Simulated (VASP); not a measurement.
Wanted: the native input for a VASP 6.6.1 run.

| Property | Result |
| --- | --- |
| Task | single point |
| Functional | PBE |
| Potentials or basis | VASP PAW PBE potentials, release 64 (Cs_sv) |
| Cutoff | 520 eV |
| k mesh | 4 × 4 × 4 |
| Occupations | fermi-dirac, width 0.025 eV |
| Spin | no spin polarisation |
| Dipole correction | no |
| Further INCAR settings | ALGO = Normal; EDIFF = 1e-06; NBANDS = 10 |

The structure of Cs lies in POSCAR:

```
Cs
1.0
   -0.0830200000      3.9091570000      3.9483260000
    3.8927700000     -0.0612560000      3.9265620000
    3.9027100000      3.8973340000     -0.0711970000
Cs
1
Direct
    0.0037580000      0.0101000000     -0.0040670000
```

These files were run (other wordings do the same):

INCAR

```
SYSTEM = Cs
  PREC = Accurate
  ENCUT = 520
  EDIFF = 1E-6
  ISMEAR = -1
  SIGMA = 0.025
  LREAL = .False.
  LASPH = .True.
  NELM = 80
  ALGO = Normal
  ISIF = 2
  LWAVE = .False.
  LCHARG = .False.
  GGA = PE
  NBANDS = 10
```

KPOINTS

```
regular mesh
0
Gamma
  4 4 4
  0 0 0
```

Potentials or basis: VASP PAW PBE potentials, release 64 (Cs_sv).

Command:

```bash
$ cat potpaw_PBE.64/Cs_sv/POTCAR > POTCAR
$ mpirun -np 1 vasp_std > vasp.out
```

It gave:

```json
{
 "Pressure": "-0.1 GPa"
}
```

It took 57 s on 1 thread of Intel Xeon 6975P-C, with other jobs on the host, peak memory 0.25 GiB.
